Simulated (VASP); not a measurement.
**HfO2: single point with PBE**

Crystal: HfO2.

```xyz
6
Lattice="-0.4807 -2.7089 -2.7089 0.0000 2.4686 -2.4686 5.4248 0.4807 0.4807" Properties=species:S:1:pos:R:3 pbc="T T T"
Hf    0.1448    0.2353    0.2353
Hf    2.3273   -0.1151   -2.5836
O     4.5283    1.6881   -0.7804
O     0.7592   -1.2220   -1.2220
O     1.7129    1.3422   -1.1264
O     3.3685   -1.0872   -1.0872
```

- Program: VASP 6.6.1
- Task: single point
- Functional: PBE
- Potentials or basis: VASP PAW PBE potentials, release 64 (Hf_pv, O)
- Cutoff: 520 eV
- k mesh: 6 × 6 × 4
- Occupations: gaussian, width 0.05 eV
- Spin: no spin polarisation
- Dipole correction: no
- Further INCAR settings: ALGO = Normal; EDIFF = 1e-06; NBANDS = 31

The pressure is -2.9 GPa. The largest force is 0.128 eV/Å and the band gap on the k mesh is 4.83 eV.

Forces in eV/Å, atoms in the order of the input:
```
Hf  -0.043 -0.005 -0.005
Hf   0.043  0.005  0.005
O    0.042  0.086  0.086
O    0.000 -0.007 -0.007
O    0.000  0.007  0.007
O   -0.042 -0.086 -0.086
```

Stress tensor (GPa, compression positive):
```
-2.93  0.17  0.17
 0.17 -2.87  0.19
 0.17  0.19 -2.87
```

Levels at points of the mesh, in eV from the valence-band top:
```tsv
k point	band 19	band 20	band 21	band 22	band 23	band 24	band 25	band 26
(0.00, 0.00, 0.00)	-0.59	-0.49	-0.35	0.00	4.83	5.30	5.95	6.50
(0.50, 0.00, 0.00)	-1.48	-0.61	-0.41	-0.15	5.08	5.24	5.58	6.51
(0.00, 0.50, 0.00)	-1.28	-1.28	-0.33	-0.33	5.17	5.17	6.09	6.09
(0.50, 0.50, 0.00)	-0.74	-0.74	-0.49	-0.49	5.81	5.81	6.21	6.21
(0.00, 0.00, 0.50)	-1.11	-0.81	-0.31	-0.28	5.64	5.71	6.15	6.25
(0.50, 0.00, 0.50)	-1.85	-0.61	-0.48	-0.24	5.03	5.24	6.02	6.31
(0.00, 0.50, 0.50)	-0.96	-0.96	-0.75	-0.75	5.21	5.21	6.29	6.29
(0.50, 0.50, 0.50)	-1.29	-1.29	-0.34	-0.34	5.90	5.90	6.22	6.22
```

Run time: 2.9 min on 1 thread of Intel(R) Xeon(R) Platinum 8488C (Sapphire Rapids) (shared host), peak memory 0.23 GiB.

Caveat: spin-orbit coupling is left out, which moves the levels of the heavy elements. A k mesh can miss the band edges.
